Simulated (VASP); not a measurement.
BN: single point with PBE

BN:

```
B N
1.0
     0.00000    1.79231    1.79231
     1.79231    0.00000    1.79231
     1.79231    1.79231    0.00000
B N
1 1
Direct
  0.00000 0.00000 0.00000
  0.75000 0.75000 0.75000
```

This cell differs from its parent crystal: volume scaled by 0.975.

```yaml
Program: VASP 6.6.1
Task: single point
Functional: PBE
Potentials_or_basis: VASP PAW PBE potentials, release 64 (B, N)
Cutoff: 520 eV
k_mesh: 11 × 11 × 11
Occupations: fermi-dirac, width 0.02 eV
Spin: no spin polarisation
Dipole_correction: no
Further_INCAR_settings: ALGO = Normal; EDIFF = 1e-07; NBANDS = 11
```

```yaml
Pressure: 13.5 GPa
Band_gap_on_the_k_mesh: 4.59 eV, indirect (least direct gap 8.94 eV)
```

Levels at points of the mesh, in eV from the valence-band top:
```tsv
k point	band 2	band 3	band 4	band 5	band 6	band 7
(0.00, 0.00, 0.00)	0.00	0.00	0.00	8.94	8.94	8.94
```

Run time: 5.1 s on 1 thread of Intel(R) Xeon(R) Platinum 8488C (Sapphire Rapids), with other jobs on the host, peak memory 0.12 GiB.

 A k mesh can miss the band edges.
